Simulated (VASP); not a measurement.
# Ca3SbP (Pm-3m) in VASP: single point with LDA

Aim: the single point of Ca3SbP with LDA.

Program: VASP 6.6.1. These are calculated values, not measurements. Logs are shortened: lines on timing, memory, paths and dates and some standing lists are left out, and cuts for length are marked.

## (1) The cell of the first run

It takes space group Pm-3m (No. 221, cubic). The conventional cell has a = 5.251 Å, b = 5.251 Å, c = 5.251 Å, α = 90.00°, β = 90.00°, γ = 90.00°. Ca (site symmetry 4/mmm) has 2 P at 2.63 Å within 3.5 Å. Sb (site symmetry m-3m) has 12 Ca at 3.71 Å and 8 P at 4.55 Å within 4.9 Å. Within 3.5 Å of P (site symmetry m-3m) lie 6 Ca at 2.63 Å.

## (2) Single point, LDA

INCAR

```
PREC = Accurate ; ENCUT = 520
EDIFF = 1E-7 ; ISMEAR = -1
SIGMA = 0.02 ; LREAL = False
LASPH = True ; NELM = 100
ALGO = Normal ; ISIF = 2
LWAVE = False ; LCHARG = False
NBANDS = 28
```

KPOINTS

```
regular mesh
0
Gamma
  8 8 8
```

POSCAR

```
Ca3SbP
1.0
    5.2514219348      0.0000000000      0.0000000000
    0.0000000000      5.2514219348      0.0000000000
    0.0000000000      0.0000000000      5.2514219348
Ca Sb P
3 1 1
Direct
    0.0000000000      0.5000000000      0.5000000000
    0.5000000000      0.0000000000      0.5000000000
    0.5000000000      0.5000000000      0.0000000000
    0.0000000000      0.0000000000      0.0000000000
    0.5000000000      0.5000000000      0.5000000000
```

Potentials or basis: VASP PAW LDA potentials, release 64 (Ca_sv, Sb, P).

Launch:

```sh
> cat potpaw_LDA.64/Ca_sv/POTCAR potpaw_LDA.64/Sb/POTCAR potpaw_LDA.64/P/POTCAR > POTCAR
> mpirun -np 1 vasp_std > vasp.out
```

OUTCAR:

```text
PREC = Accurate
   ENCUT = 520
   EDIFF = 1E-7
   ISMEAR = -1
   LREAL = False
   LASPH = True
   NELM = 100
   ISIF = 2

 ion  position               nearest neighbor table
   1  0.000  0.500  0.500-   5 2.63   5 2.63
   2  0.500  0.000  0.500-   5 2.63   5 2.63
   3  0.500  0.500  0.000-   5 2.63   5 2.63
   4  0.000  0.000  0.000-
   5  0.500  0.500  0.500-   1 2.63   2 2.63   3 2.63   3 2.63   2 2.63   1 2.63

  LATTYP: Found a simple cubic cell.
 ALAT       =     5.2514219348

  Lattice vectors:

 A1 = (   5.2514219348,   0.0000000000,   0.0000000000)
 A2 = (   0.0000000000,   5.2514219348,   0.0000000000)
 A3 = (   0.0000000000,   0.0000000000,   5.2514219348)

Analysis of symmetry for initial positions (statically):
=====================================================================
 Subroutine PRICEL returns:
 Original cell was already a primitive cell.

 Routine SETGRP: Setting up the symmetry group for a
 simple cubic supercell.

 Subroutine GETGRP returns: Found 48 space group operations
 (whereof 48 operations were pure point group operations)
 out of a pool of 48 trial point group operations.

The static configuration has the point symmetry O_h .

Analysis of symmetry for dynamics (positions and initial velocities):
=====================================================================
 Subroutine PRICEL returns:
 Original cell was already a primitive cell.

 Routine SETGRP: Setting up the symmetry group for a
 simple cubic supercell.

 Subroutine GETGRP returns: Found 48 space group operations
 (whereof 48 operations were pure point group operations)
 out of a pool of 48 trial point group operations.

The dynamic configuration has the point symmetry O_h .

 Subroutine INISYM returns: Found 48 space group operations
 (whereof 48 operations are pure point group operations),
 and found     1 'primitive' translations

----------------------------------------------------------------------------------------

                                     Primitive cell

  volume of cell :     144.8207

  direct lattice vectors                    reciprocal lattice vectors
     5.251421935  0.000000000  0.000000000     0.190424615  0.000000000  0.000000000
     0.000000000  5.251421935  0.000000000     0.000000000  0.190424615  0.000000000
     0.000000000  0.000000000  5.251421935     0.000000000  0.000000000  0.190424615

  length of vectors
     5.251421935  5.251421935  5.251421935     0.190424615  0.190424615  0.190424615

  position of ions in fractional coordinates (direct lattice)
     0.000000000  0.500000000  0.500000000
     0.500000000  0.000000000  0.500000000
     0.500000000  0.500000000  0.000000000
     0.000000000  0.000000000  0.000000000
     0.500000000  0.500000000  0.500000000

  ion indices of the primitive-cell ions
   primitive index   ion index
                 1           1
                 2           2
                 3           3
                 4           4
                 5           5

----------------------------------------------------------------------------------------

 KPOINTS: regular mesh

Automatic generation of k-mesh.
 Grid dimensions read from file:
 generate k-points for:    8    8    8

 Generating k-lattice:

  Cartesian coordinates                     Fractional coordinates (reciprocal lattice)
     0.023803077  0.000000000  0.000000000     0.125000000  0.000000000  0.000000000
     0.000000000  0.023803077  0.000000000     0.000000000  0.125000000  0.000000000
     0.000000000  0.000000000  0.023803077     0.000000000  0.000000000  0.125000000

  Length of vectors
     0.023803077  0.023803077  0.023803077

  Shift w.r.t. Gamma in fractional coordinates (k-lattice)
     0.000000000  0.000000000  0.000000000

 Subroutine IBZKPT returns following result:
 ===========================================

 Found     35 irreducible k-points:

 Following reciprocal coordinates:
            Coordinates               Weight
  0.000000  0.000000  0.000000      1.000000
  0.125000  0.000000  0.000000      6.000000
  0.250000  0.000000  0.000000      6.000000
  0.375000  0.000000  0.000000      6.000000
  0.500000  0.000000  0.000000      3.000000
  0.125000  0.125000  0.000000     12.000000
[... 16 lines left out ...]
  0.375000  0.375000  0.125000     24.000000
  0.500000  0.375000  0.125000     24.000000
 [... further k-points ...]
   k-points           NKPTS =     35   k-points in BZ     NKDIM =     35   number of bands    NBANDS=     28
   number of dos      NEDOS =    301   number of ions     NIONS =      5
   total plane-waves  NPLWV =  64000
   dimension x,y,z NGX =    40 NGY =   40 NGZ =   40
   dimension x,y,z NGXF=    80 NGYF=   80 NGZF=   80
   ions per type =               3   1   1
   NGX,Y,Z   is equivalent  to a cutoff of  12.66, 12.66, 12.66 a.u.
   NGXF,Y,Z  is equivalent  to a cutoff of  25.33, 25.33, 25.33 a.u.
 SYSTEM =  unknown system
   PREC   = accura    normal or accurate (medium, high low for compatibility)
   ISTART =      0    job   : 0-new  1-cont  2-samecut
   ICHARG =      2    charge: 1-file 2-atom 10-const
   ISPIN  =      1    spin polarized calculation?
   LNONCOLLINEAR =      F non collinear calculations
   LSORBIT =      F    spin-orbit coupling
   LASPH  =      T    aspherical Exc in radial PAW
   ENCUT  =  520.0 eV  38.22 Ry    6.18 a.u.   9.76  9.76  9.76*2*pi/ulx,y,z
   NELM   =    100;   NELMIN=  2; NELMDL= -5     # of ELM steps
   EDIFF  = 0.1E-06   stopping-criterion for ELM
   LREAL  =      F    real-space projection
   EDIFFG = 0.1E-05   stopping-criterion for IOM
   NSW    =      0    number of steps for IOM
   IBRION =     -1    ionic relax: 0-MD 1-quasi-New 2-CG
   NFREE  =      0    steps in history (QN), initial steepest desc. (CG)
   ISIF   =      2    stress and relaxation
   ISYM   =      2    0-nonsym 1-usesym 2-fastsym
   POTIM  = 0.5000    time-step for ionic-motion
   TEBEG  =    0.0;   TEEND  =   0.0 temperature during run
   PSTRESS=    0.0 pullay stress
   NELECT =      40.0000    total number of electrons
   NUPDOWN=      -1.0000    fix difference up-down
   EMIN   =  10.00;   EMAX   =-10.00  energy-range for DOS
   EFERMI =   0.00;   METHOD = LEGACY
   ISMEAR =    -1;   SIGMA  =   0.02  broadening in eV -4-tet -1-fermi 0-gaus
   EFERMI_NEDOS =   21; number of points for ismear=-14 and -15
   IALGO  =     38    algorithm
   IMIX   =      4    mixing-type and parameters
     AMIX     =   0.40;   BMIX     =  1.00
     AMIX_MAG =   1.60;   BMIX_MAG =  1.00
  volume/ion in A,a.u.               =      28.96       195.46
  Fermi-wavevector in a.u.,A,eV,Ry     =   1.066149  2.014730 15.465385  1.136674
  Thomas-Fermi vector in A             =   2.201724
   LORBIT       =      0    0 simple, 1 ext, 2 COOP (PROOUT), +10 PAW based schemes
   GGA     = CA    functional components
   LHFCALC =     F    Hartree Fock is set to
   AEXX    =    0.0000 exact exchange contribution
   IVDW    =     0    specifies the selected vdW correction
   LEPSILON=     F    determine dielectric tensor
   LRPA    =     F    only Hartree local field effects (RPA)
 non-spin polarized calculation
  energy-cutoff  :      520.00
  volume of cell :      144.82
 maximum number of plane-waves:      3948
 NGX is ok and might be reduce to    40
   NGX = 19   NGY = 19   NGZ = 19

 number of electron      39.9999999 magnetization

 Free energy of the ion-electron system (eV)
  ---------------------------------------------------
  ext. energy  EPLUGINS =         0.00000000
  ---------------------------------------------------
  free energy    TOTEN  =       -22.61705679 eV

  energy without entropy =      -22.61705676  energy(sigma->0) =      -22.61705677

 E-fermi :   3.9926     XC(G=0):  -9.1190

 val. band max:        3.7474801938   @ k =   0.0000   0.0000   0.0000
 cond. band min:       4.2300446521   @ k =   0.0000   0.0000   0.0000
 fundamental gap:      0.4825644583
 Fermi energy:         3.9925695869

 k-point     1 :       0.0000    0.0000    0.0000
  band No.  band energies     occupation
      1     -36.7817      2.00000
      2     -36.7477      2.00000
      3     -36.7477      2.00000
      4     -18.2220      2.00000
      5     -18.2220      2.00000
      6     -18.2220      2.00000
[... 20 lines left out ...]
     27       7.2760      0.00000
     28       7.2777      0.00000

 k-point     2 :       0.1250    0.0000    0.0000
  band No.  band energies     occupation
      1     -36.7805      2.00000
      2     -36.7488      2.00000
      3     -36.7477      2.00000
      4     -18.2177      2.00000
      5     -18.2177      2.00000
      6     -18.2164      2.00000
[... 20 lines left out ...]
     27       7.1761      0.00000
     28       7.2855      0.00000

 k-point     3 :       0.2500    0.0000    0.0000
  band No.  band energies     occupation
      1     -36.7773      2.00000
      2     -36.7519      2.00000
      3     -36.7477      2.00000
      4     -18.2062      2.00000
      5     -18.2062      2.00000
      6     -18.1998      2.00000
[... 20 lines left out ...]
     27       6.9531      0.00000
     28       7.3031      0.00000

 k-point     4 :       0.3750    0.0000    0.0000
  band No.  band energies     occupation
      1     -36.7730      2.00000
      2     -36.7562      2.00000
      3     -36.7476      2.00000
      4     -18.1919      2.00000
      5     -18.1919      2.00000
      6     -18.1734      2.00000
[... 20 lines left out ...]
     27       6.7198      0.00000
     28       7.3082      0.00000

 k-point     5 :       0.5000    0.0000    0.0000
  band No.  band energies     occupation
      1     -36.7703      2.00000
      2     -36.7588      2.00000
      3     -36.7476      2.00000
      4     -18.1845      2.00000
      5     -18.1845      2.00000
      6     -18.1485      2.00000
[... 20 lines left out ...]
     27       6.6174      0.00000
     28       7.1588      0.00000

 k-point     6 :       0.1250    0.1250    0.0000
  band No.  band energies     occupation
      1     -36.7794      2.00000
      2     -36.7493      2.00000
      3     -36.7483      2.00000
      4     -18.2228      2.00000
      5     -18.2134      2.00000
      6     -18.2027      2.00000
[... 463 lines left out ...]
      5     -18.1782      2.00000
      6     -18.1602      2.00000
[... 20 lines left out ...]
     27       6.8779      0.00000
     28       7.3269      0.00000

 k-point    22 :       0.5000    0.2500    0.1250
  band No.  band energies     occupation
      1     -36.7663      2.00000
      2     -36.7587      2.00000
      3     -36.7515      2.00000
      4     -18.2402      2.00000
      5     -18.1855      2.00000
      6     -18.1576      2.00000
[... 20 lines left out ...]
     27       6.9707      0.00000
     28       7.2916      0.00000

 k-point    23 :       0.3750    0.3750    0.1250
  band No.  band energies     occupation
      1     -36.7654      2.00000
      2     -36.7571      2.00000
      3     -36.7539      2.00000
      4     -18.2556      2.00000
      5     -18.1939      2.00000
      6     -18.1575      2.00000
[... 20 lines left out ...]
     27       7.1647      0.00000
     28       7.1822      0.00000

 k-point    24 :       0.5000    0.3750    0.1250
  band No.  band energies     occupation
      1     -36.7628      2.00000
      2     -36.7587      2.00000
      3     -36.7548      2.00000
      4     -18.2604      2.00000
      5     -18.2009      2.00000
      6     -18.1582      2.00000
[... 20 lines left out ...]
     27       7.1089      0.00000
     28       7.2554      0.00000

 [... further k-points ...]

------------------------ aborting loop because EDIFF is reached ----------------------------------------

  FORCE on cell =-STRESS in cart. coord.  units (eV):
  Direction    XX          YY          ZZ          XY          YZ          ZX
  --------------------------------------------------------------------------------------
  -------------------------------------------------------------------------------------
  Total        0.1678761      0.1678761      0.1678761      0.0000000     -0.0000000      0.0000000
  in kB        1.8572424      1.8572424      1.8572424      0.0000000     -0.0000000      0.0000000
  external PRESSURE =       1.8572424 kB  Pullay stress =       0.0000000 kB

 VOLUME and BASIS-vectors are now :
 -----------------------------------------------------------------------------
  energy-cutoff  :      520.00
  volume of cell :      144.82
      direct lattice vectors                 reciprocal lattice vectors
     5.251421935  0.000000000  0.000000000     0.190424615  0.000000000  0.000000000
     0.000000000  5.251421935  0.000000000     0.000000000  0.190424615  0.000000000
     0.000000000  0.000000000  5.251421935     0.000000000  0.000000000  0.190424615

 POSITION                                       TOTAL-FORCE (eV/Angst)
 -----------------------------------------------------------------------------------
      0.00000      2.62571      2.62571         0.000000      0.000000      0.000000
      2.62571      0.00000      2.62571         0.000000      0.000000      0.000000
      2.62571      2.62571      0.00000         0.000000      0.000000      0.000000
      0.00000      0.00000      0.00000         0.000000      0.000000      0.000000
      2.62571      2.62571      2.62571         0.000000      0.000000      0.000000
 -----------------------------------------------------------------------------------
    total drift:                                0.000000     -0.000000     -0.000000

  FREE ENERGIE OF THE ION-ELECTRON SYSTEM (eV)
  ---------------------------------------------------
  free  energy   TOTEN  =       -22.6170567860 eV

  energy  without entropy=      -22.6170567567  energy(sigma->0) =      -22.61705677
```

Wall time 76 s (1 thread of AMD EPYC 9R45 (Zen 5), shared host); peak memory 0.26 GiB.

Results:

```yaml
Free_energy: -22.6171 eV
Pressure: 0.2 GPa
Band_gap_on_the_k_mesh: 0.48 eV
```

Levels at points of the mesh, in eV from the valence-band top:
| k point | band 17 | band 18 | band 19 | band 20 | band 21 | band 22 | band 23 | band 24 |
| --- | --- | --- | --- | --- | --- | --- | --- | --- |
| (0.00, 0.00, 0.00) | -1.84 | 0.00 | 0.00 | 0.00 | 0.48 | 0.48 | 0.73 | 0.81 |
| (0.50, 0.00, 0.00) | -1.72 | -1.72 | -1.14 | -1.14 | 1.12 | 1.41 | 1.71 | 2.56 |
| (0.50, 0.50, 0.00) | -1.94 | -1.43 | -1.43 | -1.10 | 1.65 | 1.65 | 1.80 | 2.19 |
| (0.50, 0.50, 0.50) | -3.36 | -1.81 | -1.81 | -1.81 | 1.89 | 1.89 | 1.89 | 2.77 |

Caveat: spin-orbit coupling is left out, which moves the levels of the heavy elements.
